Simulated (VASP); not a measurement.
Wanted: the native input for a VASP 6.6.1 run.

```yaml
Task: single point
Functional: LDA
Potentials_or_basis: VASP PAW LDA potentials, release 64 (Al, N)
Cutoff: 520 eV
k_mesh: 8 × 8 × 5
Occupations: gaussian, width 0.01 eV
Spin: no spin polarisation
Dipole_correction: no
Further_INCAR_settings: ALGO = Normal; EDIFF = 1e-06; NBANDS = 16
```

The structure of AlN (aluminium nitride) lies in POSCAR:

```
AlN
1.0
    3.0888384340      0.0000000000      0.0000000000
   -1.5444192170      2.6750125521      0.0000000000
    0.0000000000      0.0000000000      4.9437039497
Al N
2 2
Direct
    0.3333333333      0.6666666667     -0.0024849672
    0.6666666667      0.3333333333      0.4975150328
    0.3333333333      0.6666666667      0.3794849672
    0.6666666667      0.3333333333      0.8794849672
```

The input as run:

INCAR

```
SYSTEM = AlN
PREC     = Accurate       ! precision mode
ENCUT    = 520            ! plane-wave cutoff, eV
EDIFF    = 1E-6           ! SCF threshold, eV
ISMEAR   = 0              ! smearing method
SIGMA    = 0.01           ! smearing width, eV
LREAL    = .False.        ! projectors in reciprocal space
LASPH    = .True.         ! aspherical terms in the spheres
NELM     = 100            ! most SCF steps
ALGO     = Normal         ! electronic algorithm
ISIF     = 2              ! what is computed and relaxed
LWAVE    = .False.        ! write WAVECAR
LCHARG   = .False.        ! write CHGCAR
NBANDS   = 16             ! bands
```

KPOINTS

```
Automatic mesh
0
Gamma
  8 8 5
  0 0 0
```

Potentials or basis: VASP PAW LDA potentials, release 64 (Al, N).

Run with:

```sh
$ cat potpaw_LDA.64/Al/POTCAR potpaw_LDA.64/N/POTCAR > POTCAR
$ mpirun -np 1 vasp_std > vasp.out
```

Results of the run:

```json
{
 "Pressure": "0.6 GPa",
 "Band gap on the k mesh": "4.42 eV, direct"
}
```

Run time: 36 s on 1 thread of AMD EPYC 7R13, on a shared host, peak memory 0.11 GiB.
